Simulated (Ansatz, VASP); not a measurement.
**Cu: VASP beside Ansatz**

```
Cu
1.0
     0.00000    1.78180    1.78180
     1.78180    0.00000    1.78180
     1.78180    1.78180    0.00000
Cu
1
Direct
  0.00000 0.00000 0.00000
```

Alike in both runs: functional PBEsol; k mesh 20 × 20 × 20; occupations gaussian, width 0.1 eV; no spin polarisation.

Ansatz relaxed the structure, and its values are those at the end. VASP's run is a single point on that final structure, the one shown.

|  | VASP | Ansatz |
| --- | --- | --- |
| version | VASP 6.6.1 | Ansatz 0.2.0 |
| potentials or method | VASP PAW PBE potentials, release 64 (Cu), cutoff 520 eV | scalar-relativistic, plane waves, PAW |
| valence electrons in the cell | 11 | 19 |

```csv
,VASP,Ansatz,Ansatz less VASP
gap on the k mesh at the Fermi level (eV),none,none,-
pressure (GPa),0.8,0.0,-0.75
```

VASP's potentials were made for PBE, not for PBEsol. A gap of «none» marks a metal or a gap that the smearing closes. VASP's potentials hold 11 valence electrons a cell and Ansatz's 19, so a difference there can come from the potentials and not from the codes.
